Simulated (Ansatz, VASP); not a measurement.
**MgCd2TeSe2 in VASP and in Ansatz**

INCAR

```
SYSTEM = MgCd2TeSe2
PREC     = Accurate       ! precision mode
ENCUT    = 600            ! plane-wave cutoff, eV
EDIFF    = 1E-7           ! SCF threshold, eV
ISMEAR   = 0              ! smearing method
SIGMA    = 0.1            ! smearing width, eV
LREAL    = .False.        ! projectors in reciprocal space
LASPH    = .True.         ! aspherical terms in the spheres
NELM     = 60             ! most SCF steps
ALGO     = Normal         ! electronic algorithm
ISIF     = 3              ! what is computed and relaxed
LWAVE    = .False.        ! write WAVECAR
LCHARG   = .False.        ! write CHGCAR
GGA      = PE             ! functional
IBRION   = 2              ! ionic algorithm
NSW      = 90             ! ionic steps
EDIFFG   = -0.04          ! ionic threshold
```

The input KPOINTS:

```
regular mesh
0
Gamma
  4 4 4
  0 0 0
```

The input POSCAR:

```
MgCd2TeSe2
1.0
    5.6488175796      0.0000000000      0.0000000000
    0.0000000000      5.6488175796      0.0000000000
    0.0000000000      0.0000000000      5.6613792720
Mg Cd Te Se
1 2 1 2
Direct
    0.5000000000      0.5000000000      0.5000000000
    0.0000000000      0.0000000000      0.2582525531
    0.0000000000      0.0000000000      0.7417474469
    0.5000000000      0.5000000000      0.0000000000
    0.0000000000      0.5000000000      0.0000000000
    0.5000000000      0.0000000000      0.0000000000
```

Input for Ansatz:

```yaml
crystal:
  lattice:
    - [5.6488175796, 0.0, 0.0]
    - [0.0, 5.6488175796, 0.0]
    - [0.0, 0.0, 5.661379272]
  atoms:
    - { symbol: Mg, position: [0.5, 0.5, 0.5] }
    - { symbol: Cd, position: [0.0, 0.0, 0.2582525531] }
    - { symbol: Cd, position: [0.0, 0.0, 0.7417474469] }
    - { symbol: Te, position: [0.5, 0.5, 0.0] }
    - { symbol: Se, position: [0.0, 0.5, 0.0] }
    - { symbol: Se, position: [0.5, 0.0, 0.0] }
basis:
  ecutwfc: 420
kpoints:
  mp_grid: { grid: [4, 4, 4] }
hamiltonian:
  xc: pbe
scf:
  occupations: { method: gaussian, width: 0.1 }
  lower_state_search: "off"
output:
  forces: true
  stress: true
  eigenvalues: true
relax:
  adjacent_minimum: "off"
  f_tol: 0.04
  max_steps: 70
  cell: { stress_tol: 0.4 }
```

Change from the starting cell: species swapped into the BaTi2As2O type (P4/mmm, No. 123).

Alike in both runs: task relaxation of cell and atoms; functional PBE; k mesh 4 × 4 × 4; occupations gaussian, width 0.1 eV; no spin polarisation.

|  | VASP | Ansatz |
| --- | --- | --- |
| version | VASP 6.6.1 | Ansatz 0.2.0 |
| potentials or method | VASP PAW PBE potentials, release 64 (Mg, Cd, Te, Se), cutoff 600 eV | scalar-relativistic, plane waves, PAW |
| valence electrons in the cell | 44 | 98 |

```csv
,VASP,Ansatz,Ansatz less VASP
"gap on the k mesh at the Fermi level, each at its own relaxed structure (eV)",none,none,-
relaxed volume (Å³/atom),30.11,30.11,-0.001
relaxed cell length with the largest relative difference (Å),5.675,5.661,-0.0136
```

A gap of «none» marks a metal or a gap that the smearing closes. VASP's potentials hold 44 valence electrons a cell and Ansatz's 98, so a difference there can come from the potentials and not from the codes.

Spin-orbit coupling is off throughout.
